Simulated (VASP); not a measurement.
# BN (Pm) in VASP: a series of runs

The runs below take BN through single point, with PBE+D3(BJ).

Everything below comes from runs of VASP 6.6.1. Logs are shortened: lines on timing, memory, paths and dates and some standing lists are left out, and cuts for length are marked.

### Step 1. The cell of the first run

The structure is monoclinic, space group Pm (No. 6). The conventional cell has a = 2.448 Å, b = 6.592 Å, c = 2.492 Å, α = 90.00°, β = 119.42°, γ = 90.00°. B (site symmetry m) has 3 N at 1.42 to 1.45 Å within 1.9 Å. B (site symmetry m) has 3 N at 1.42 to 1.45 Å within 1.9 Å. N (site symmetry m) has 3 B at 1.42 to 1.45 Å within 1.9 Å. N (site symmetry m) has 3 B at 1.42 to 1.45 Å within 1.9 Å.

### Step 2. Single point, PBE+D3(BJ) (atoms displaced along a vibrational mode, the cell strained)

INCAR

```
PREC     = Accurate       # precision mode
ENCUT    = 520            # plane-wave cutoff, eV
EDIFF    = 1E-6           # SCF threshold, eV
ISMEAR   = 1              # smearing method
SIGMA    = 0.05           # smearing width, eV
LREAL    = F              # projectors in reciprocal space
LASPH    = T              # aspherical terms in the spheres
NELM     = 100            # most SCF steps
ALGO     = Normal         # electronic algorithm
ISIF     = 2              # what is computed and relaxed
LWAVE    = F              # write WAVECAR
LCHARG   = F              # write CHGCAR
GGA      = PE             # functional
IVDW     = 12             # dispersion correction
NBANDS   = 16             # bands
```

KPOINTS

```
regular mesh
0
Gamma
  12 12 4
```

POSCAR

```
BN
1.0
    2.4477203560      0.0000000000      0.0000000000
   -1.2238601780      2.1703573356      0.0000000000
    0.0000000000      0.0000000000      6.5923998870
B N
2 2
Direct
   -0.1037260910      0.0000000000      0.5000000000
    0.4372392715      0.6666666667      0.0000000000
    0.1034051985      0.0000000000      0.0000000000
    0.5631226698      0.3333333333      0.5000000000
```

Potentials or basis: VASP PAW PBE potentials, release 64 (B, N).

The run is started by

```bash
> cat potpaw_PBE.64/B/POTCAR potpaw_PBE.64/N/POTCAR > POTCAR
> mpirun -np 1 vasp_std > vasp.out
```

OUTCAR:

```text
PREC = Accurate
   ENCUT = 520
   EDIFF = 1E-6
   ISMEAR = 1
   LREAL = F
   LASPH = T
   NELM = 100
   ISIF = 2
   GGA = PE
   IVDW = 12
 IVDW          = 12

 ion  position               nearest neighbor table
   1  0.896  0.000  0.500-   4 1.42   4 1.42   4 1.45
   2  0.437  0.667  0.000-   3 1.42   3 1.42   3 1.45
   3  0.103  0.000  0.000-   2 1.42   2 1.42   2 1.45
   4  0.563  0.333  0.500-   1 1.42   1 1.42   1 1.45

  LATTYP: Found a base centered orthorhombic cell.
 ALAT       =     2.4477203560
 B/A-ratio  =     1.7733703364
 C/A-ratio  =     2.6932814734

  Lattice vectors:

 A1 = (   1.2238601780,  -2.1703573356,   0.0000000000)
 A2 = (   1.2238601780,   2.1703573356,   0.0000000000)
 A3 = (   0.0000000000,   0.0000000000,   6.5923998870)

Analysis of symmetry for initial positions (statically):
=====================================================================
 Subroutine PRICEL returns:
 Original cell was already a primitive cell.

 Routine SETGRP: Setting up the symmetry group for a
 base centered orthorhombic supercell.

 Subroutine GETGRP returns: Found  2 space group operations
 (whereof  2 operations were pure point group operations)
 out of a pool of  8 trial point group operations.

The static configuration has the point symmetry C_1h.

Analysis of symmetry for dynamics (positions and initial velocities):
=====================================================================
 Subroutine PRICEL returns:
 Original cell was already a primitive cell.

 Routine SETGRP: Setting up the symmetry group for a
 base centered orthorhombic supercell.

 Subroutine GETGRP returns: Found  2 space group operations
 (whereof  2 operations were pure point group operations)
 out of a pool of  8 trial point group operations.

The dynamic configuration has the point symmetry C_1h.

 Subroutine INISYM returns: Found  2 space group operations
 (whereof  2 operations are pure point group operations),
 and found     1 'primitive' translations

----------------------------------------------------------------------------------------

                                     Primitive cell

  volume of cell :      35.0216

  direct lattice vectors                    reciprocal lattice vectors
     2.447720356  0.000000000  0.000000000     0.408543401  0.230376810  0.000000000
    -1.223860178  2.170357336  0.000000000     0.000000000  0.460753620  0.000000000
     0.000000000  0.000000000  6.592399887     0.000000000  0.000000000  0.151689827

  length of vectors
     2.447720356  2.491642972  6.592399887     0.469021519  0.460753620  0.151689827

  position of ions in fractional coordinates (direct lattice)
     0.896273909  0.000000000  0.500000000
     0.437239271  0.666666667  0.000000000
     0.103405198  0.000000000  0.000000000
     0.563122670  0.333333333  0.500000000

  ion indices of the primitive-cell ions
   primitive index   ion index
                 1           1
                 2           2
                 3           3
                 4           4

----------------------------------------------------------------------------------------

 KPOINTS: regular mesh

Automatic generation of k-mesh.
 Grid dimensions read from file:
 generate k-points for:   12   12    4

 Generating k-lattice:

  Cartesian coordinates                     Fractional coordinates (reciprocal lattice)
     0.034045283  0.019198068  0.000000000     0.083333333  0.000000000  0.000000000
     0.000000000  0.038396135  0.000000000     0.000000000  0.083333333  0.000000000
     0.000000000  0.000000000  0.037922457     0.000000000  0.000000000  0.250000000

  Length of vectors
     0.039085127  0.038396135  0.037922457

  Shift w.r.t. Gamma in fractional coordinates (k-lattice)
     0.000000000  0.000000000  0.000000000

 Subroutine IBZKPT returns following result:
 ===========================================

 Found    222 irreducible k-points:

 Following reciprocal coordinates:
            Coordinates               Weight
  0.000000  0.000000  0.000000      1.000000
  0.083333  0.000000  0.000000      2.000000
  0.083333 -0.083333  0.000000      2.000000
  0.166667  0.000000  0.000000      2.000000
  0.166667 -0.166667  0.000000      2.000000
  0.250000  0.000000  0.000000      2.000000
[... 16 lines left out ...]
  0.416667  0.083333  0.000000      2.000000
  0.416667  0.500000  0.000000      2.000000
 [... further k-points ...]
   k-points           NKPTS =    222   k-points in BZ     NKDIM =    222   number of bands    NBANDS=     16
   number of dos      NEDOS =    301   number of ions     NIONS =      4
   total plane-waves  NPLWV =  18000
   dimension x,y,z NGX =    18 NGY =   20 NGZ =   50
   dimension x,y,z NGXF=    36 NGYF=   40 NGZF=  100
   ions per type =               2   2
   NGX,Y,Z   is equivalent  to a cutoff of  12.23, 13.34, 12.61 a.u.
   NGXF,Y,Z  is equivalent  to a cutoff of  24.45, 26.69, 25.22 a.u.
 SYSTEM =  unknown system
   PREC   = accura    normal or accurate (medium, high low for compatibility)
   ISTART =      0    job   : 0-new  1-cont  2-samecut
   ICHARG =      2    charge: 1-file 2-atom 10-const
   ISPIN  =      1    spin polarized calculation?
   LNONCOLLINEAR =      F non collinear calculations
   LSORBIT =      F    spin-orbit coupling
   LASPH  =      T    aspherical Exc in radial PAW
   ENCUT  =  520.0 eV  38.22 Ry    6.18 a.u.   4.55  4.63 12.26*2*pi/ulx,y,z
   NELM   =    100;   NELMIN=  2; NELMDL= -5     # of ELM steps
   EDIFF  = 0.1E-05   stopping-criterion for ELM
   LREAL  =      F    real-space projection
[... 7 lines left out ...]
   TEBEG  =    0.0;   TEEND  =   0.0 temperature during run
   PSTRESS=    0.0 pullay stress
   NELECT =      16.0000    total number of electrons
   NUPDOWN=      -1.0000    fix difference up-down
   EMIN   =  10.00;   EMAX   =-10.00  energy-range for DOS
   EFERMI =   0.00;   METHOD = LEGACY
   ISMEAR =     1;   SIGMA  =   0.05  broadening in eV -4-tet -1-fermi 0-gaus
   EFERMI_NEDOS =   21; number of points for ismear=-14 and -15
   IALGO  =     38    algorithm
   IMIX   =      4    mixing-type and parameters
     AMIX     =   0.40;   BMIX     =  1.00
     AMIX_MAG =   1.60;   BMIX_MAG =  1.00
  volume/ion in A,a.u.               =       8.76        59.08
  Fermi-wavevector in a.u.,A,eV,Ry     =   1.260867  2.382693 21.630348  1.589786
  Thomas-Fermi vector in A             =   2.394355
   LORBIT       =      0    0 simple, 1 ext, 2 COOP (PROOUT), +10 PAW based schemes
   GGA     = PE    functional components
   LHFCALC =     F    Hartree Fock is set to
   AEXX    =    0.0000 exact exchange contribution
   IVDW    =    12    specifies the selected vdW correction
   LEPSILON=     F    determine dielectric tensor
   LRPA    =     F    only Hartree local field effects (RPA)
 non-spin polarized calculation
 Methfessel and Paxton  Order N= 1 SIGMA  =   0.05
  energy-cutoff  :      520.00
  volume of cell :       35.02
 maximum number of plane-waves:       961
   NGX =  9   NGY =  9   NGZ = 25

 number of electron      15.9999997 magnetization

 Free energy of the ion-electron system (eV)
  ---------------------------------------------------
  ext. energy  EPLUGINS =         0.00000000
  ---------------------------------------------------
  free energy    TOTEN  =       -35.06525458 eV

  energy without entropy =      -35.06531141  energy(sigma->0) =      -35.06527353

 E-fermi :   2.6698     XC(G=0): -10.1927

 val. band max:        2.6399998615   @ k =   0.3333   0.3333   0.0000
 cond. band min:       6.3959793431   @ k =   0.5000   0.5000   0.0000
 fundamental gap:      3.7559794816
 Fermi energy:         2.6697628827

 k-point     1 :       0.0000    0.0000    0.0000
  band No.  band energies     occupation
      1     -15.5328      2.00000
      2     -15.2224      2.00000
      3      -3.9318      2.00000
      4      -1.7671      2.00000
      5       1.1039      2.00000
      6       1.1629      2.00000
[... 8 lines left out ...]
     15      15.5655      0.00000
     16      16.0517      0.00000

 k-point     2 :       0.0833    0.0000    0.0000
  band No.  band energies     occupation
      1     -15.3916      2.00000
      2     -15.0859      2.00000
      3      -3.7367      2.00000
      4      -1.5932      2.00000
      5       0.6225      2.00000
      6       0.7007      2.00000
[... 8 lines left out ...]
     15      15.5313      0.00000
     16      16.0644      0.00000

 k-point     3 :       0.0833   -0.0833    0.0000
  band No.  band energies     occupation
      1     -15.3916      2.00000
      2     -15.0857      2.00000
      3      -3.7372      2.00000
      4      -1.5925      2.00000
      5       0.6403      2.00000
      6       0.6943      2.00000
[... 8 lines left out ...]
     15      15.5958      0.00000
     16      16.1123      0.00000

 k-point     4 :       0.1667    0.0000    0.0000
  band No.  band energies     occupation
      1     -14.9751      2.00000
      2     -14.6840      2.00000
      3      -3.1580      2.00000
      4      -1.0825      2.00000
      5      -0.7884      2.00000
      6      -0.7128      2.00000
[... 8 lines left out ...]
     15      16.5279      0.00000
     16      17.2638      0.00000
[... 324 lines left out ...]
 k-point    22 :       0.3333   -0.4167    0.0000
  band No.  band energies     occupation
      1     -12.9601      2.00000
      2     -12.7502      2.00000
      3      -5.2402      2.00000
      4      -5.0293      2.00000
      5      -1.9166      2.00000
      6      -1.8281      2.00000
[... 8 lines left out ...]
     15      18.8699      0.00000
     16      20.9502      0.00000

 k-point    23 :       0.4167    0.0833    0.0000
  band No.  band energies     occupation
      1     -12.2334      2.00000
      2     -12.1367      2.00000
      3      -6.2820      2.00000
      4      -6.2069      2.00000
      5      -2.2014      2.00000
      6      -2.1142      2.00000
[... 8 lines left out ...]
     15      17.9551      0.00000
     16      19.1362      0.00000

 k-point    24 :       0.4167    0.5000    0.0000
  band No.  band energies     occupation
      1     -12.2646      2.00000
      2     -12.0980      2.00000
      3      -6.3741      2.00000
      4      -6.1224      2.00000
      5      -2.2054      2.00000
      6      -2.1153      2.00000
[... 8 lines left out ...]
     15      17.4015      0.00000
     16      20.4402      0.00000

 [... further k-points ...]

------------------------ aborting loop because EDIFF is reached ----------------------------------------

 Edisp (eV)   -0.58240

 E8    (eV) :    -0.1708

  FORCE on cell =-STRESS in cart. coord.  units (eV):
  Direction    XX          YY          ZZ          XY          YZ          ZX
  --------------------------------------------------------------------------------------
  -------------------------------------------------------------------------------------
  Total       5.04255     0.95074     0.06164     0.08256     0.00000     0.00000
  in kB     230.68765    43.49465     2.81975     3.77699     0.00000     0.00000
  external pressure =       92.33 kB  Pullay stress =        0.00 kB

 VOLUME and BASIS-vectors are now :
 -----------------------------------------------------------------------------
  energy-cutoff  :      520.00
  volume of cell :       35.02
      direct lattice vectors                 reciprocal lattice vectors
     2.447720356  0.000000000  0.000000000     0.408543401  0.230376810  0.000000000
    -1.223860178  2.170357336  0.000000000     0.000000000  0.460753620  0.000000000
     0.000000000  0.000000000  6.592399887     0.000000000  0.000000000  0.151689827

 POSITION                                       TOTAL-FORCE (eV/Angst)
 -----------------------------------------------------------------------------------
      2.19383      0.00000      3.29620         0.023402     -0.348523      0.000000
      0.25433      1.44690      0.00000        -0.037328     -0.339216      0.000000
      0.25311      0.00000      0.00000         0.000323      0.308124      0.000000
      0.97041      0.72345      3.29620         0.013603      0.379615      0.000000
 -----------------------------------------------------------------------------------
    total drift:                               -0.000153      0.000532      0.000000

  FREE ENERGIE OF THE ION-ELECTRON SYSTEM (eV)
  ---------------------------------------------------
  free  energy   TOTEN  =       -35.6476569117 eV

  energy  without entropy=      -35.6477137436  energy(sigma->0) =      -35.64767586
```

Wall time 64 s (1 thread of Intel Xeon Platinum 8488C (Sapphire Rapids), shared host); peak memory 0.23 GiB.

Results:

- Free energy: -35.6477 eV
- Pressure: 9.2 GPa
- Largest force: 0.380 eV/Å
- Band gap on the k mesh: 3.76 eV (least direct gap 4.10 eV)
- Dispersion energy per atom: -0.146 eV

Forces in eV/Å, atoms in the order of the input:
```
B    0.023 -0.349  0.000
B   -0.037 -0.339  0.000
N    0.000  0.308  0.000
N    0.014  0.380  0.000
```

Stress tensor (GPa, compression positive):
```
23.07  0.38  0.00
 0.38  4.35  0.00
 0.00  0.00  0.28
```

Levels at points of the mesh, in eV from the valence-band top:
```tsv
k point	band 5	band 6	band 7	band 8	band 9	band 10	band 11	band 12
(0.00, 0.00, 0.00)	-1.54	-1.48	-1.40	-1.35	5.11	10.28	11.25	11.44
(0.50, 0.00, 0.00)	-4.48	-4.41	-1.19	-1.02	4.71	5.12	9.46	9.89
(0.50, 0.50, 0.00)	-4.49	-4.40	-1.61	-0.43	3.76	6.00	9.49	9.91
(0.00, 0.50, 0.00)	-4.11	-4.06	-1.63	-0.99	4.21	5.48	10.06	10.48
(0.00, 0.00, 0.50)	-1.53	-1.48	-1.40	-1.35	7.53	7.55	11.36	11.41
(0.50, 0.00, 0.50)	-4.46	-4.42	-1.05	-1.01	4.58	4.67	9.78	9.97
(0.50, 0.50, 0.50)	-4.48	-4.41	-1.07	-1.01	4.65	4.66	9.86	9.86
(0.00, 0.50, 0.50)	-4.11	-4.06	-1.28	-1.23	4.55	4.56	10.52	10.60
```

Caveat: the cell differs from its parent crystal (atoms displaced along a vibrational mode, the cell strained); the stress differs along the axes, from 0 to 23 GPa.

### Step 3. Single point, PBE+D3(BJ) (atoms displaced along a vibrational mode, the cell strained)

INCAR

```
ALGO = Normal
EDIFF = 1E-6
ENCUT = 520
GGA = PE
ISIF = 2
ISMEAR = 1
IVDW = 12
LASPH = True
LCHARG = True
LELF = True
LREAL = False
LVHAR = True
LWAVE = False
NBANDS = 16
NELM = 100
PREC = Accurate
SIGMA = 0.05
```

KPOINTS

```
k-points
0
Gamma
  12 12 4
```

POSCAR

```
BN
1.0
    2.4477203560      0.0000000000      0.0000000000
   -1.2238601780      2.1703573356      0.0000000000
    0.0000000000      0.0000000000      6.5923998870
B N
2 2
Direct
   -0.0691507274      0.0000000000      0.5000000000
    0.4026039588      0.6666666667      0.0000000000
    0.0689367990      0.0000000000      0.0000000000
    0.5976373354      0.3333333333      0.5000000000
```

Potentials or basis: VASP PAW PBE potentials, release 64 (B, N).

The run is started by

```bash
> cat potpaw_PBE.64/B/POTCAR potpaw_PBE.64/N/POTCAR > POTCAR
> mpirun -np 1 vasp_std > vasp.out
```

Wall time 63 s (1 thread of Intel Xeon Platinum 8488C (Sapphire Rapids), shared host); peak memory 0.23 GiB.

Results (log left out):

```yaml
Free_energy: -35.6533 eV
Pressure: 9.2 GPa
Largest_force: 0.361 eV/Å
Band_gap_on_the_k_mesh: 3.97 eV (least direct gap 4.32 eV)
Dispersion_energy_per_atom: -0.146 eV
```

Forces on the atoms (eV/Å):
```
B    0.016 -0.344  0.000
B   -0.023 -0.341  0.000
N   -0.007  0.324  0.000
N    0.014  0.361  0.000
```

Stress tensor (GPa, compression positive):
```
23.18  0.29  0.00
 0.29  4.37  0.00
 0.00  0.00  0.01
```

Levels at points of the mesh, in eV from the valence-band top:
| k point | band 6 | band 7 | band 8 | band 9 | band 10 | band 11 |
| --- | --- | --- | --- | --- | --- | --- |
| (0.00, 0.00, 0.00) | -1.41 | -1.36 | -1.27 | 5.17 | 10.35 | 11.31 |
| (0.50, 0.00, 0.00) | -4.34 | -1.12 | -0.99 | 4.89 | 5.06 | 9.58 |
| (0.50, 0.50, 0.00) | -4.33 | -1.50 | -0.47 | 3.97 | 5.92 | 9.60 |
| (0.00, 0.50, 0.00) | -3.98 | -1.57 | -0.93 | 4.29 | 5.52 | 10.18 |
| (0.00, 0.00, 0.50) | -1.41 | -1.36 | -1.28 | 7.59 | 7.61 | 11.41 |
| (0.50, 0.00, 0.50) | -4.35 | -1.01 | -0.94 | 4.64 | 4.73 | 9.86 |
| (0.50, 0.50, 0.50) | -4.34 | -1.02 | -0.94 | 4.70 | 4.72 | 9.92 |
| (0.00, 0.50, 0.50) | -3.99 | -1.24 | -1.16 | 4.60 | 4.63 | 10.62 |

Caveat: the cell differs from its parent crystal (atoms displaced along a vibrational mode, the cell strained); the stress differs along the axes, from 0 to 23 GPa. A k mesh can miss the band edges.
